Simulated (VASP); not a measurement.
# HfC (WC type) (P-6m2) in VASP: further runs

The runs below take HfC (WC type) through single point, relaxation of cell and atoms, with PBE.

Program: VASP 6.6.1. These are calculated values, not measurements. Logs are shortened: lines on timing, memory, paths and dates and some standing lists are left out, and cuts for length are marked.

**1. The cell of the first run**

The structure is hexagonal, space group P-6m2 (No. 187). The conventional cell has a = 3.133 Å, b = 3.133 Å, c = 2.852 Å, α = 90.00°, β = 90.00°, γ = 120.00°. Hf (site symmetry -6m2) has 6 C at 2.30 Å and 2 Hf at 2.85 Å within 3.0 Å. Within 3.0 Å of C (site symmetry -6m2) lie 6 Hf at 2.30 Å and 2 C at 2.85 Å.

**2. Single point, PBE**

File INCAR:

```
  PREC = Accurate
  ENCUT = 520
  EDIFF = 1E-7
  ISMEAR = -1
  SIGMA = 0.05
  LREAL = F
  LASPH = T
  NELM = 100
  ALGO = Normal
  ISIF = 2
  LWAVE = F
  LCHARG = F
  GGA = PE
  NBANDS = 14
```

File KPOINTS:

```
regular mesh
0
Gamma
  15 15 13
```

File POSCAR:

```
HfC
1.0
    3.1330593337      0.0000000000      0.0000000000
   -1.5665296669      2.7133089746      0.0000000000
    0.0000000000      0.0000000000      2.8522943939
Hf C
1 1
Direct
    0.0000000000      0.0000000000      0.0000000000
    0.3333333333      0.6666666667      0.5000000000
```

Potentials or basis: VASP PAW PBE potentials, release 64 (Hf_pv, C).

On the command line:

```
$ cat potpaw_PBE.64/Hf_pv/POTCAR potpaw_PBE.64/C/POTCAR > POTCAR
$ mpirun -np 1 vasp_std > vasp.out
```

OUTCAR:

```text
PREC = Accurate
   ENCUT = 520
   EDIFF = 1E-7
   ISMEAR = -1
   LREAL = F
   LASPH = T
   NELM = 100
   ISIF = 2
   GGA = PE

 ion  position               nearest neighbor table
   1  0.000  0.000  0.000-   2 2.30   2 2.30   2 2.30   2 2.30   2 2.30   2 2.30
   2  0.333  0.667  0.500-   1 2.30   1 2.30   1 2.30   1 2.30   1 2.30   1 2.30

  LATTYP: Found a hexagonal cell.
 ALAT       =     3.1330593337
 C/A-ratio  =     0.9103863317

  Lattice vectors:

 A1 = (   3.1330593337,   0.0000000000,   0.0000000000)
 A2 = (  -1.5665296669,   2.7133089746,   0.0000000000)
 A3 = (   0.0000000000,   0.0000000000,   2.8522943939)

Analysis of symmetry for initial positions (statically):
=====================================================================
 Subroutine PRICEL returns:
 Original cell was already a primitive cell.

 Routine SETGRP: Setting up the symmetry group for a
 hexagonal supercell.

 Subroutine GETGRP returns: Found 12 space group operations
 (whereof 12 operations were pure point group operations)
 out of a pool of 24 trial point group operations.

The static configuration has the point symmetry D_3h.

Analysis of symmetry for dynamics (positions and initial velocities):
=====================================================================
 Subroutine PRICEL returns:
 Original cell was already a primitive cell.

 Routine SETGRP: Setting up the symmetry group for a
 hexagonal supercell.

 Subroutine GETGRP returns: Found 12 space group operations
 (whereof 12 operations were pure point group operations)
 out of a pool of 24 trial point group operations.

The dynamic configuration has the point symmetry D_3h.

 Subroutine INISYM returns: Found 12 space group operations
 (whereof 12 operations are pure point group operations),
 and found     1 'primitive' translations

----------------------------------------------------------------------------------------

                                     Primitive cell

  volume of cell :      24.2472

  direct lattice vectors                    reciprocal lattice vectors
     3.133059334  0.000000000  0.000000000     0.319176847  0.184276839  0.000000000
    -1.566529667  2.713308975  0.000000000     0.000000000  0.368553677  0.000000000
     0.000000000  0.000000000  2.852294394     0.000000000  0.000000000  0.350594946

  length of vectors
     3.133059334  3.133059334  2.852294394     0.368553677  0.368553677  0.350594946

  position of ions in fractional coordinates (direct lattice)
     0.000000000  0.000000000  0.000000000
     0.333333333  0.666666667  0.500000000

  ion indices of the primitive-cell ions
   primitive index   ion index
                 1           1
                 2           2

----------------------------------------------------------------------------------------

 KPOINTS: regular mesh

Automatic generation of k-mesh.
 Grid dimensions read from file:
 generate k-points for:   15   15   13

 Generating k-lattice:

  Cartesian coordinates                     Fractional coordinates (reciprocal lattice)
     0.021278456  0.012285123  0.000000000     0.066666667 -0.000000000  0.000000000
     0.000000000  0.024570245  0.000000000     0.000000000  0.066666667  0.000000000
     0.000000000  0.000000000  0.026968842     0.000000000  0.000000000  0.076923077

  Length of vectors
     0.024570245  0.024570245  0.026968842

  Shift w.r.t. Gamma in fractional coordinates (k-lattice)
     0.000000000  0.000000000  0.000000000

 Subroutine IBZKPT returns following result:
 ===========================================

 Found    189 irreducible k-points:

 Following reciprocal coordinates:
            Coordinates               Weight
  0.000000  0.000000  0.000000      1.000000
  0.066667  0.000000  0.000000      6.000000
  0.133333  0.000000  0.000000      6.000000
  0.200000 -0.000000  0.000000      6.000000
  0.266667  0.000000  0.000000      6.000000
  0.333333  0.000000  0.000000      6.000000
[... 16 lines left out ...]
  0.333333  0.200000  0.000000     12.000000
  0.400000  0.200000  0.000000      6.000000
 [... further k-points ...]
   k-points           NKPTS =    189   k-points in BZ     NKDIM =    189   number of bands    NBANDS=     14
   number of dos      NEDOS =    301   number of ions     NIONS =      2
   total plane-waves  NPLWV =  13824
   dimension x,y,z NGX =    24 NGY =   24 NGZ =   24
   dimension x,y,z NGXF=    48 NGYF=   48 NGZF=   48
   ions per type =               1   1
   NGX,Y,Z   is equivalent  to a cutoff of  12.73, 12.73, 13.99 a.u.
   NGXF,Y,Z  is equivalent  to a cutoff of  25.47, 25.47, 27.98 a.u.
 SYSTEM =  unknown system
   PREC   = accura    normal or accurate (medium, high low for compatibility)
   ISTART =      0    job   : 0-new  1-cont  2-samecut
   ICHARG =      2    charge: 1-file 2-atom 10-const
   ISPIN  =      1    spin polarized calculation?
   LNONCOLLINEAR =      F non collinear calculations
   LSORBIT =      F    spin-orbit coupling
   LASPH  =      T    aspherical Exc in radial PAW
   ENCUT  =  520.0 eV  38.22 Ry    6.18 a.u.   5.83  5.83  5.30*2*pi/ulx,y,z
   NELM   =    100;   NELMIN=  2; NELMDL= -5     # of ELM steps
   EDIFF  = 0.1E-06   stopping-criterion for ELM
   LREAL  =      F    real-space projection
   EDIFFG = 0.1E-05   stopping-criterion for IOM
   NSW    =      0    number of steps for IOM
   IBRION =     -1    ionic relax: 0-MD 1-quasi-New 2-CG
   NFREE  =      0    steps in history (QN), initial steepest desc. (CG)
   ISIF   =      2    stress and relaxation
   ISYM   =      2    0-nonsym 1-usesym 2-fastsym
   POTIM  = 0.5000    time-step for ionic-motion
   TEBEG  =    0.0;   TEEND  =   0.0 temperature during run
   PSTRESS=    0.0 pullay stress
   NELECT =      14.0000    total number of electrons
   NUPDOWN=      -1.0000    fix difference up-down
   EMIN   =  10.00;   EMAX   =-10.00  energy-range for DOS
   EFERMI =   0.00;   METHOD = LEGACY
   ISMEAR =    -1;   SIGMA  =   0.05  broadening in eV -4-tet -1-fermi 0-gaus
   EFERMI_NEDOS =   21; number of points for ismear=-14 and -15
   IALGO  =     38    algorithm
   IMIX   =      4    mixing-type and parameters
     AMIX     =   0.40;   BMIX     =  1.00
     AMIX_MAG =   1.60;   BMIX_MAG =  1.00
  volume/ion in A,a.u.               =      12.12        81.81
  Fermi-wavevector in a.u.,A,eV,Ry     =   1.363212  2.576097 25.284350  1.858347
  Thomas-Fermi vector in A             =   2.489635
   LORBIT       =      0    0 simple, 1 ext, 2 COOP (PROOUT), +10 PAW based schemes
   GGA     = PE    functional components
   LHFCALC =     F    Hartree Fock is set to
   AEXX    =    0.0000 exact exchange contribution
   IVDW    =     0    specifies the selected vdW correction
   LEPSILON=     F    determine dielectric tensor
   LRPA    =     F    only Hartree local field effects (RPA)
 non-spin polarized calculation
  energy-cutoff  :      520.00
  volume of cell :       24.25
 maximum number of plane-waves:       668
 NGX is ok and might be reduce to    24
   NGX = 11   NGY = 11   NGZ = 11

 number of electron      13.9999998 magnetization

 Free energy of the ion-electron system (eV)
  ---------------------------------------------------
  ext. energy  EPLUGINS =         0.00000000
  ---------------------------------------------------
  free energy    TOTEN  =       -19.40038481 eV

  energy without entropy =      -19.39778439  energy(sigma->0) =      -19.39908460

 E-fermi :   6.0817     XC(G=0): -12.4044

 val. band max:        6.0644444256   @ k =   0.3333   0.2667   0.4615
 cond. band min:       6.0906811870   @ k =   0.3333   0.0000   0.0769
 fundamental gap:      0.0262367614
 Fermi energy:         6.0817498591

 k-point     1 :       0.0000    0.0000    0.0000
  band No.  band energies     occupation
      1     -23.2780      2.00000
      2     -23.2780      2.00000
      3     -22.8695      2.00000
      4      -6.1639      2.00000
      5       4.4666      2.00000
      6       4.4666      2.00000
      7       4.7928      2.00000
      8       7.8718      0.00000
      9      11.7164      0.00000
     10      12.9445      0.00000
     11      12.9445      0.00000
     12      13.4317      0.00000
     13      13.4317      0.00000
     14      20.1881      0.00000

 k-point     2 :       0.0667    0.0000    0.0000
  band No.  band energies     occupation
      1     -23.3166      2.00000
      2     -23.2863      2.00000
      3     -22.8650      2.00000
      4      -6.0587      2.00000
      5       4.2035      2.00000
      6       4.5518      2.00000
      7       4.8983      2.00000
      8       7.7067      0.00000
      9      12.0656      0.00000
     10      12.9026      0.00000
     11      13.1274      0.00000
     12      13.2140      0.00000
     13      13.3805      0.00000
     14      20.1823      0.00000

 k-point     3 :       0.1333    0.0000    0.0000
  band No.  band energies     occupation
      1     -23.4242      2.00000
      2     -23.3098      2.00000
      3     -22.8522      2.00000
      4      -5.7567      2.00000
      5       3.6207      2.00000
      6       4.7959      2.00000
      7       5.1140      2.00000
      8       7.2954      0.00000
      9      12.5577      0.00000
     10      12.7866      0.00000
     11      13.0837      0.00000
     12      13.2523      0.00000
     13      13.5724      0.00000
     14      20.1619      0.00000

 k-point     4 :       0.2000   -0.0000    0.0000
  band No.  band energies     occupation
      1     -23.5787      2.00000
      2     -23.3441      2.00000
      3     -22.8333      2.00000
      4      -5.2977      2.00000
      5       2.9347      2.00000
      6       5.1642      2.00000
      7       5.3703      2.00000
      8       6.7893      0.00000
      9      11.9808      0.00000
     10      12.6221      0.00000
     11      13.1073      0.00000
     12      14.0781      0.00000
     13      14.2161      0.00000
     14      20.1489      0.00000

 k-point     5 :       0.2667    0.0000    0.0000
  band No.  band energies     occupation
      1     -23.7506      2.00000
      2     -23.3833      2.00000
      3     -22.8116      2.00000
      4      -4.7429      2.00000
      5       2.2839      2.00000
      6       5.5509      1.99995
      7       5.5987      1.99987
      8       6.3000      0.02509
      9      11.5828      0.00000
     10      12.4417      0.00000
     11      13.0082      0.00000
[... 276 lines left out ...]
 k-point    22 :       0.2667    0.2000    0.0000
  band No.  band energies     occupation
      1     -23.9486      2.00000
      2     -23.5805      2.00000
      3     -22.7702      2.00000
      4      -3.5112      2.00000
      5       1.6134      2.00000
      6       4.5295      2.00000
      7       5.6648      1.99952
      8       7.1401      0.00000
      9      10.6563      0.00000
     10      11.1641      0.00000
     11      13.2743      0.00000
     12      16.1448      0.00000
     13      17.3759      0.00000
     14      20.1935      0.00000

 k-point    23 :       0.3333    0.2000    0.0000
  band No.  band energies     occupation
      1     -23.9947      2.00000
      2     -23.6322      2.00000
      3     -22.7597      2.00000
      4      -3.1539      2.00000
      5       1.5130      2.00000
      6       4.1548      2.00000
      7       5.5293      1.99997
      8       7.6131      0.00000
      9      10.6833      0.00000
     10      10.9104      0.00000
     11      12.8391      0.00000
     12      16.4361      0.00000
     13      18.3969      0.00000
     14      20.1649      0.00000

 k-point    24 :       0.4000    0.2000    0.0000
  band No.  band energies     occupation
      1     -24.0102      2.00000
      2     -23.6511      2.00000
      3     -22.7559      2.00000
      4      -3.0215      2.00000
      5       1.4912      2.00000
      6       3.9991      2.00000
      7       5.4836      1.99999
      8       7.7922      0.00000
      9      10.7946      0.00000
     10      10.8218      0.00000
     11      12.5357      0.00000
     12      16.5322      0.00000
     13      19.1433      0.00000
     14      20.0408      0.00000

 [... further k-points ...]
[... 5 lines left out ...]
  --------------------------------------------------------------------------------------
  -------------------------------------------------------------------------------------
  Total        2.9417199      2.9417199      2.8373130     -0.0000000     -0.0000000      0.0000000
  in kB      194.3791545    194.3791545    187.4802856     -0.0000000     -0.0000000      0.0000000
  external PRESSURE =     192.0795315 kB  Pullay stress =       0.0000000 kB

 VOLUME and BASIS-vectors are now :
 -----------------------------------------------------------------------------
  energy-cutoff  :      520.00
  volume of cell :       24.25
      direct lattice vectors                 reciprocal lattice vectors
     3.133059334  0.000000000  0.000000000     0.319176847  0.184276839  0.000000000
    -1.566529667  2.713308975  0.000000000     0.000000000  0.368553677  0.000000000
     0.000000000  0.000000000  2.852294394     0.000000000  0.000000000  0.350594946

 POSITION                                       TOTAL-FORCE (eV/Angst)
 -----------------------------------------------------------------------------------
      0.00000      0.00000      0.00000         0.000000      0.000000      0.000000
     -0.00000      1.80887      1.42615        -0.000000     -0.000000      0.000000
 -----------------------------------------------------------------------------------
    total drift:                                0.000000     -0.000000     -0.000000

  FREE ENERGIE OF THE ION-ELECTRON SYSTEM (eV)
  ---------------------------------------------------
  free  energy   TOTEN  =       -19.4003848114 eV

  energy  without entropy=      -19.3977843933  energy(sigma->0) =      -19.39908460
```

It took 61 s on 1 thread of Intel Xeon 8259CL, shared host; peak memory 0.19 GiB.

Results:

| Quantity | Value |
| --- | --- |
| Free energy | -19.4004 eV |
| Pressure | 19.2 GPa |
| Band gap on the k mesh | zero (band 7 reaches 6.18 eV, above the bottom of band 8 at 6.02 eV) |

Caveat: spin-orbit coupling is left out, which moves the levels of the heavy elements.

**3. Single point, PBE**

File INCAR:

```
PREC = Accurate
ENCUT = 520
EDIFF = 1E-7
ISMEAR = -1
SIGMA = 0.05
LREAL = F
LASPH = T
NELM = 60
ALGO = Normal
ISIF = 2
LWAVE = F
LCHARG = F
GGA = PE
NBANDS = 14
```

KPOINTS is that of step 2.

File POSCAR:

```
HfC
1.0
    3.1332689133      0.0000000000      0.0000000000
   -1.5666344567      2.7134904758      0.0000000000
    0.0000000000      0.0000000000      2.8526716278
Hf C
1 1
Direct
    0.0000000000      0.0000000000      0.0000000000
    0.3333333333      0.6666666667      0.5000000000
```

Potentials or basis: VASP PAW PBE potentials, release 64 (Hf_pv, C).

On the command line:

```
$ cat potpaw_PBE.64/Hf_pv/POTCAR potpaw_PBE.64/C/POTCAR > POTCAR
$ mpirun -np 1 vasp_std > vasp.out
```

It took 66 s on 1 thread of Intel Xeon 8259CL, shared host; peak memory 0.19 GiB.

Results (log left out):

* Free energy: -19.4012 eV
* Pressure: 19.1 GPa
* Band gap on the k mesh: zero (band 7 reaches 6.18 eV, above the bottom of band 8 at 6.02 eV)

Stress tensor (GPa, compression positive):
```
19.38  0.00  0.00
 0.00 19.38  0.00
 0.00  0.00 18.64
```

Levels at points of the mesh, in eV from the Fermi level:
```csv
k point,band 3,band 4,band 5,band 6,band 7,band 8,band 9,band 10,band 11,band 12
"(0.00, 0.00, 0.00)",-28.95,-12.24,-1.61,-1.61,-1.29,1.79,5.63,6.86,6.86,7.35
```

Caveat: spin-orbit coupling is left out, which moves the levels of the heavy elements.

(Part 1 of 3 ends here.)
